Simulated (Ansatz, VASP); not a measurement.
## Two plane-wave programs on Re

```xyz
13
Lattice="5.5200 0.0000 0.0000 -4.1400 7.1707 0.0000 0.0000 0.0000 4.4574" Properties=species:S:1:pos:R:3 pbc="T T T"
Re    0.3172    0.1501    0.7167
Re   -0.0292    1.8199    2.3390
Re   -1.4936    2.1953   -0.0600
Re   -1.6257    3.6878    2.0283
Re   -2.8906    4.6718   -0.0985
Re   -2.5298    6.0626    2.3079
Re    2.5393    0.0057   -0.2003
Re    2.6828    1.3726    2.0898
Re    1.4142    2.3428   -0.0782
Re    1.4149    3.8899    2.0324
Re   -0.1397    4.3191   -0.5469
Re    0.5910    6.7614    3.2108
Re   -0.2863    5.7546    1.2911
```

Alike in both runs: functional LDA; k mesh 3 × 2 × 3; occupations fermi-dirac, width 0.1 eV; no spin polarisation.

Ansatz relaxed the structure, and its values are those at the end. VASP's run is a single point on that final structure, the one shown.

|  | VASP | Ansatz |
| --- | --- | --- |
| version | VASP 6.6.1 | Ansatz 0.2.0 |
| potentials or method | VASP PAW LDA potentials, release 64 (Re), cutoff 520 eV | scalar-relativistic, plane waves, PAW |
| valence electrons in the cell | 91 | 195 |

```csv
,VASP,Ansatz,Ansatz less VASP
rms of the force components (eV/Å),0.056,0.031,-0.0252
```

LDA's correlation is that of Perdew and Zunger in VASP and of Perdew and Wang (1992) in Ansatz. VASP's potentials hold 91 valence electrons a cell and Ansatz's 195, so a difference there can come from the potentials and not from the codes.

The k mesh is coarse, so the values compare programs but aren't converged. Spin-orbit coupling is off throughout.
